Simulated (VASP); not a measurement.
Wanted: the native input for a VASP 6.6.1 run.

| Quantity | Value |
| --- | --- |
| Task | single point |
| Functional | PBE |
| Potentials or basis | VASP PAW PBE potentials, release 64 (Sn_d, Ge_d, Te) |
| Cutoff | 520 eV |
| k mesh | 6 × 6 × 6 |
| Occupations | gaussian, width 0.2 eV |
| Spin | no spin polarisation |
| Dipole correction | no |
| Further INCAR settings | ALGO = Normal; EDIFF = 1e-06; NBANDS = 50 |

The structure of SnGe3Te4 lies in POSCAR:

```
SnGe3Te4
1.0
    4.3105198888      2.4678712424      3.7394948471
   -4.3131120754      2.4673034274      3.7427086964
   -0.0016791096     -4.9630412356      3.7603950146
Sn Ge Te
1 3 4
Direct
    0.5077977422      0.5079394686      0.5077428586
    0.9892196777      0.4905287706      0.9895316365
    0.4910985335      0.9889138570      0.9881777430
    0.9895976447      0.9895517692      0.4894263085
    0.5287993263      0.0205175456      0.5291814230
    0.0204736516      0.5297449388      0.5303546859
    0.0281465452      0.0279664397      0.0285182379
    0.5288668788      0.5288372105      0.0210671067
```

These files were run (other wordings do the same):

INCAR

```
SYSTEM = SnGe3Te4
  PREC = Accurate
  ENCUT = 520
  EDIFF = 1E-6
  ISMEAR = 0
  SIGMA = 0.2
  LREAL = .False.
  LASPH = .True.
  NELM = 80
  ALGO = Normal
  ISIF = 2
  LWAVE = .False.
  LCHARG = .False.
  GGA = PE
  NBANDS = 50
  KPAR = 4
```

KPOINTS

```
regular mesh
0
Gamma
  6 6 6
  0 0 0
```

Potentials or basis: VASP PAW PBE potentials, release 64 (Sn_d, Ge_d, Te).

Command:

```bash
$ cat potpaw_PBE.64/Sn_d/POTCAR potpaw_PBE.64/Ge_d/POTCAR potpaw_PBE.64/Te/POTCAR > POTCAR
$ mpirun -np 4 vasp_std > vasp.out
```

It gave:

```
Pressure               : 0.0 GPa
Largest force          : 0.021 eV/Å
Band gap on the k mesh : 0.12 eV
```

Caveat: semilocal functionals underestimate gaps, and a narrow one can read as zero; spin-orbit coupling is left out, which moves the levels of the heavy elements.

It took 5.1 min on 4 MPI ranks on AMD EPYC 7R13 Processor (Zen 3), with other jobs on the host, peak memory 1.1 GiB a rank.
